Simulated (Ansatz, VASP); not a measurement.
# BaS in VASP and in Ansatz

```xyz
2
Lattice="0.0000 3.2144 3.2144 3.2144 0.0000 3.2144 3.2144 3.2144 0.0000" Properties=species:S:1:pos:R:3 pbc="T T T"
Ba    0.0000    0.0000    0.0000
S     3.2144    3.2144    3.2144
```

Alike in both runs: task relaxation of cell and atoms; functional LDA; k mesh 8 × 8 × 8; occupations gaussian, width 0.02 eV; no spin polarisation.

|  | VASP | Ansatz |
| --- | --- | --- |
| version | VASP 6.6.1 | Ansatz 0.2.0 |
| potentials or method | VASP PAW LDA potentials, release 64 (Ba_sv, S), cutoff 600 eV | scalar-relativistic, plane waves, PAW |
| valence electrons in the cell | 16 | 16 |

```csv
,VASP,Ansatz,Ansatz less VASP
"gap on the k mesh at the Fermi level, each at its own relaxed structure (eV)",1.83,1.91,+0.087
relaxed volume (Å³/atom),31.30,30.84,-0.469
relaxed cell length with the largest relative difference (Å),4.457,4.435,-0.0224
```

LDA's correlation is that of Perdew and Zunger in VASP and of Perdew and Wang (1992) in Ansatz.

Spin-orbit coupling is off throughout.
